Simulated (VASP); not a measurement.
# Rb (I4/mmm) in VASP: notebook

Runs on Rb. Level: PBE. Tasks: single point.

Program: VASP 6.6.1. These are calculated values, not measurements. Logs are shortened: lines on timing, memory, paths and dates and some standing lists are left out, and cuts for length are marked.

## (1) The cell of the first run

The structure is tetragonal, space group I4/mmm (No. 139). The conventional cell has a = 5.629 Å, b = 5.629 Å, c = 5.228 Å, α = 90.00°, β = 90.00°, γ = 90.00°.

## (2) Single point, PBE (volume scaled by 0.91, then relaxed in part)

The input, INCAR:

```
  ALGO = Normal
  EDIFF = 1E-7
  ENCUT = 520
  GGA = PE
  ISIF = 2
  ISMEAR = 0
  LASPH = T
  LCHARG = F
  LREAL = F
  LWAVE = F
  NBANDS = 10
  NELM = 100
  PREC = Accurate
  SIGMA = 0.1
```

The input, KPOINTS:

```
k-points
0
Gamma
  10 10 10
```

The input, POSCAR:

```
Rb
1.0
   -2.8145614570      2.8145614570      2.6140924061
    2.8145614570     -2.8145614570      2.6140924061
    2.8145614570      2.8145614570     -2.6140924061
Rb
1
Direct
    0.0000000000      0.0000000000      0.0000000000
```

Potentials or basis: VASP PAW PBE potentials, release 64 (Rb_sv).

On the command line:

```bash
cat potpaw_PBE.64/Rb_sv/POTCAR > POTCAR
mpirun -np 1 vasp_std > vasp.out
```

OUTCAR:

```text
EDIFF = 1E-7
   ENCUT = 520
   GGA = PE
   ISIF = 2
   ISMEAR = 0
   LASPH = T
   LREAL = F
   NELM = 100
   PREC = Accurate

 ion  position               nearest neighbor table
   1  0.000  0.000  0.000-

  LATTYP: Found a body centered tetragonal cell.
 ALAT       =     5.6291229140
 C/A-ratio  =     0.9287743210

  Lattice vectors:

 A1 = (  -2.8145614570,   2.8145614570,   2.6140924061)
 A2 = (   2.8145614570,  -2.8145614570,   2.6140924061)
 A3 = (   2.8145614570,   2.8145614570,  -2.6140924061)

Analysis of symmetry for initial positions (statically):
=====================================================================
 Subroutine PRICEL returns:
 Original cell was already a primitive cell.

 Routine SETGRP: Setting up the symmetry group for a
 body centered tetragonal supercell.

 Subroutine GETGRP returns: Found 16 space group operations
 (whereof 16 operations were pure point group operations)
 out of a pool of 16 trial point group operations.

The static configuration has the point symmetry D_4h.

Analysis of symmetry for dynamics (positions and initial velocities):
=====================================================================
 Subroutine PRICEL returns:
 Original cell was already a primitive cell.

 Routine SETGRP: Setting up the symmetry group for a
 body centered tetragonal supercell.

 Subroutine GETGRP returns: Found 16 space group operations
 (whereof 16 operations were pure point group operations)
 out of a pool of 16 trial point group operations.

The dynamic configuration has the point symmetry D_4h.

 Subroutine INISYM returns: Found 16 space group operations
 (whereof 16 operations are pure point group operations),
 and found     1 'primitive' translations

----------------------------------------------------------------------------------------

                                     Primitive cell

  volume of cell :      82.8328

  direct lattice vectors                    reciprocal lattice vectors
    -2.814561457  2.814561457  2.614092406     0.000000000  0.177647569  0.191270974
     2.814561457 -2.814561457  2.614092406     0.177647569  0.000000000  0.191270974
     2.814561457  2.814561457 -2.614092406     0.177647569  0.177647569  0.000000000

  length of vectors
     4.762036486  4.762036486  4.762036486     0.261042610  0.261042610  0.251231601

  position of ions in fractional coordinates (direct lattice)
     0.000000000  0.000000000  0.000000000

  ion indices of the primitive-cell ions
   primitive index   ion index
                 1           1
[... 72 lines left out ...]
   EDIFF  = 0.1E-06   stopping-criterion for ELM
   LREAL  =      F    real-space projection
   EDIFFG = 0.1E-05   stopping-criterion for IOM
   NSW    =      0    number of steps for IOM
   IBRION =     -1    ionic relax: 0-MD 1-quasi-New 2-CG
   NFREE  =      0    steps in history (QN), initial steepest desc. (CG)
   ISIF   =      2    stress and relaxation
   ISYM   =      2    0-nonsym 1-usesym 2-fastsym
   POTIM  = 0.5000    time-step for ionic-motion
   TEBEG  =    0.0;   TEEND  =   0.0 temperature during run
   PSTRESS=    0.0 pullay stress
   NELECT =       9.0000    total number of electrons
   NUPDOWN=      -1.0000    fix difference up-down
   EMIN   =  10.00;   EMAX   =-10.00  energy-range for DOS
   EFERMI =   0.00;   METHOD = LEGACY
   ISMEAR =     0;   SIGMA  =   0.10  broadening in eV -4-tet -1-fermi 0-gaus
   EFERMI_NEDOS =   21; number of points for ismear=-14 and -15
   IALGO  =     38    algorithm
   IMIX   =      4    mixing-type and parameters
     AMIX     =   0.40;   BMIX     =  1.00
     AMIX_MAG =   1.60;   BMIX_MAG =  1.00
  volume/ion in A,a.u.               =      82.83       558.98
  Fermi-wavevector in a.u.,A,eV,Ry     =   0.781187  1.476229  8.302993  0.610253
  Thomas-Fermi vector in A             =   1.884653
   LORBIT       =      0    0 simple, 1 ext, 2 COOP (PROOUT), +10 PAW based schemes
   GGA     = PE    functional components
   LHFCALC =     F    Hartree Fock is set to
   AEXX    =    0.0000 exact exchange contribution
   IVDW    =     0    specifies the selected vdW correction
   LEPSILON=     F    determine dielectric tensor
   LRPA    =     F    only Hartree local field effects (RPA)
 non-spin polarized calculation
 Gauss-broadening in eV      SIGMA  =   0.10
  energy-cutoff  :      520.00
  volume of cell :       82.83
 maximum number of plane-waves:      2254
   NGX = 17   NGY = 17   NGZ = 17

 number of electron       9.0000000 magnetization

 Free energy of the ion-electron system (eV)
  ---------------------------------------------------
  ext. energy  EPLUGINS =         0.00000000
  ---------------------------------------------------
  free energy    TOTEN  =        -0.92815938 eV

  energy without entropy =       -0.92277851  energy(sigma->0) =       -0.92546894

 E-fermi :   0.2281     XC(G=0):  -5.6980

 val. band max:        0.2162983309   @ k =   0.5000   0.2000  -0.0000
 cond. band min:       0.2324288380   @ k =  -0.4000   0.4000   0.2000
 fundamental gap:      0.0161305072
 Fermi energy:         0.2281247771

 k-point     1 :       0.0000    0.0000    0.0000
  band No.  band energies     occupation
      1     -28.6254      2.00000
      2     -12.6566      2.00000
      3     -12.6566      2.00000
      4     -12.6564      2.00000
      5      -1.8655      2.00000
      6       3.7393      0.00000
      7       4.1551      0.00000
      8       4.1551      0.00000
      9       4.7116      0.00000
     10       5.2807      0.00000
[... 287 lines left out ...]
 k-point    24 :       0.4000    0.3000    0.0000
  band No.  band energies     occupation
      1     -28.6181      2.00000
      2     -12.7583      2.00000
      3     -12.7335      2.00000
      4     -12.6724      2.00000
      5       0.8964      0.00000
      6       1.5346      0.00000
      7       1.8580      0.00000
      8       4.4944      0.00000
      9       5.0439      0.00000
     10       5.4309      0.00000

 [... further k-points ...]
[... 5 lines left out ...]
  --------------------------------------------------------------------------------------
  -------------------------------------------------------------------------------------
  Total        0.1634087      0.1634087      0.1760977      0.0000000      0.0000000     -0.0000000
  in kB        3.1607006      3.1607006      3.4061348      0.0000000      0.0000000     -0.0000000
  external PRESSURE =       3.2425120 kB  Pullay stress =       0.0000000 kB

 VOLUME and BASIS-vectors are now :
 -----------------------------------------------------------------------------
  energy-cutoff  :      520.00
  volume of cell :       82.83
      direct lattice vectors                 reciprocal lattice vectors
    -2.814561457  2.814561457  2.614092406     0.000000000  0.177647569  0.191270974
     2.814561457 -2.814561457  2.614092406     0.177647569  0.000000000  0.191270974
     2.814561457  2.814561457 -2.614092406     0.177647569  0.177647569  0.000000000

 POSITION                                       TOTAL-FORCE (eV/Angst)
 -----------------------------------------------------------------------------------
      0.00000      0.00000      0.00000        -0.000000      0.000000      0.000000
 -----------------------------------------------------------------------------------
    total drift:                               -0.000000      0.000000      0.000000

  FREE ENERGIE OF THE ION-ELECTRON SYSTEM (eV)
  ---------------------------------------------------
  free  energy   TOTEN  =        -0.9281593793 eV

  energy  without entropy=       -0.9227785054  energy(sigma->0) =       -0.92546894
```

stdout:

```text
POSCAR found type information on POSCAR Rb
 POSCAR found :  1 types and       1 ions
 scaLAPACK will be used
 LDA part: xc-table for (Slater+PW92), standard interpolation
 POSCAR, INCAR and KPOINTS ok, starting setup
 FFT: planning ... GRIDC
 FFT: planning ... GRID_SOFT
 FFT: planning ... GRID
 WAVECAR not read
 entering main loop
```

Wall time 50 s (1 thread of Intel Xeon 6975P-C, shared host); peak memory 0.24 GiB.

What came out:

```yaml
Free_energy: -0.9282 eV
Pressure: 0.3 GPa
```

## (3) Single point, PBE (volume scaled by 0.94, then relaxed in part)

The input, INCAR:

```
SYSTEM = Rb
PREC = Accurate ; ENCUT = 520
EDIFF = 1E-7 ; ISMEAR = 0
SIGMA = 0.1 ; LREAL = .FALSE.
LASPH = .TRUE. ; NELM = 60
ALGO = Normal ; ISIF = 2
LWAVE = .FALSE. ; LCHARG = .FALSE.
GGA = PE ; NBANDS = 10
```

The input, KPOINTS:

```
Automatic mesh
0
G
  10 10 10
  0 0 0
```

The input, POSCAR:

```
Rb
1.0
   -2.8451569133      2.8451569133      2.6425086802
    2.8451569133     -2.8451569133      2.6425086802
    2.8451569133      2.8451569133     -2.6425086802
Rb
1
Direct
    0.0000000000      0.0000000000      0.0000000000
```

Potentials or basis: VASP PAW PBE potentials, release 64 (Rb_sv).

On the command line:

```bash
cat potpaw_PBE.64/Rb_sv/POTCAR > POTCAR
mpirun -np 1 vasp_std > vasp.out
```

Run time: 47 s. Hardware: 1 thread of Intel Xeon 6975P-C, shared host; peak memory 0.25 GiB.

The run converged. Its results:

```
Free energy : -0.9327 eV
Pressure    : 0.2 GPa
```

Levels at points of the mesh, in eV from the Fermi level:
```
           k point  band 2  band 3  band 4  band 5  band 6  band 7
(0.00, 0.00, 0.00)  -12.90  -12.90  -12.90   -2.05    3.49    3.90
(0.50, 0.00, 0.00)  -13.02  -12.94  -12.91    0.28    0.90    2.48
(0.50, 0.50, 0.00)  -13.02  -12.94  -12.90    0.14    0.72    2.89
(0.50, 0.50, 0.50)  -12.99  -12.99  -12.97    1.12    1.31    3.18
```

## (4) Single point, PBE (volume scaled by 0.97, then relaxed in part)

The input, INCAR:

```
SYSTEM = Rb
  PREC = Accurate
  ENCUT = 520
  EDIFF = 1E-7
  ISMEAR = 0
  SIGMA = 0.1
  LREAL = .FALSE.
  LASPH = .TRUE.
  NELM = 100
  ALGO = Normal
  ISIF = 2
  LWAVE = .FALSE.
  LCHARG = .TRUE.
  GGA = PE
  LELF = .TRUE.
  LVHAR = .TRUE.
  NBANDS = 10
```

The input, KPOINTS:

```
regular mesh
0
G
  10 10 10
  0 0 0
```

The input, POSCAR:

```
Rb
1.0
   -2.8751081345      2.8751081345      2.6703266053
    2.8751081345     -2.8751081345      2.6703266053
    2.8751081345      2.8751081345     -2.6703266053
Rb
1
Direct
    0.0000000000      0.0000000000      0.0000000000
```

On the command line:

```bash
cat potpaw_PBE.64/Rb_sv/POTCAR > POTCAR
mpirun -np 1 vasp_std > vasp.out
```

Wall time 48 s (1 thread of Intel Xeon 6975P-C, shared host); peak memory 0.25 GiB.

The run converged. Its results:

```
Free energy : -0.9352 eV
Pressure    : 0.1 GPa
```

Levels at points of the mesh, in eV from the Fermi level:
```csv
k point,band 1,band 2,band 3,band 4,band 5,band 6,band 7,band 8
"(0.00, 0.00, 0.00)",-28.88,-12.92,-12.92,-12.92,-2.00,3.47,3.86,3.86
"(0.50, 0.00, 0.00)",-28.88,-13.03,-12.96,-12.92,0.29,0.88,2.47,4.37
"(0.50, 0.50, 0.00)",-28.88,-13.03,-12.95,-12.92,0.15,0.70,2.89,4.14
"(0.50, 0.50, 0.50)",-28.87,-13.00,-13.00,-12.98,1.15,1.33,3.10,3.10
```

## (5) Summary

| cell | gap on the mesh (eV) | pressure (GPa) |
| --- | --- | --- |
| a = 4.762 Å, angles 107.5, 107.5, 113.4°, 1 atom | none | 0.3 |
| a = 4.814 Å, angles 107.5, 107.5, 113.4°, 1 atom | none | 0.2 |
| a = 4.864 Å, angles 107.5, 107.5, 113.4°, 1 atom | none | 0.1 |

Alike in all rows: task single point; level PBE; potentials or basis VASP PAW PBE potentials, release 64 (Rb_sv); no spin polarisation; k mesh 10 × 10 × 10; cutoff (eV) 520; smearing gaussian 0.1 eV.

Total energies depend on the potentials used, so only differences within one code and one set of settings carry meaning.
